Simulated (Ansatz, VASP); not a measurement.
# Zn: VASP beside Ansatz

```
CELL_PARAMETERS angstrom
4.33837 0.00000 0.00000
-2.16919 3.75714 0.00000
0.00000 0.00000 2.64591
ATOMIC_POSITIONS crystal
Zn 0.00000 0.00000 0.00000
Zn 0.33333 0.66667 0.50000
Zn 0.66667 0.33333 0.50000
```

Change from the starting cell: volume scaled by 0.92, LAPW.

Alike in both runs: task single point; functional PBE; k mesh 9 × 9 × 12; occupations fermi-dirac, width 0.1 eV; no spin polarisation.

```csv
,VASP,Ansatz
version,VASP 6.6.1,Ansatz 0.2.0
potentials or method,"VASP PAW PBE potentials, release 64 (Zn), cutoff 520 eV","all-electron LAPW, scalar-relativistic"
```

```csv
,VASP,Ansatz,Ansatz less VASP
pressure (GPa),6.7,6.3,-0.38
```

Ansatz ran all-electron here, and VASP with PAW potentials.
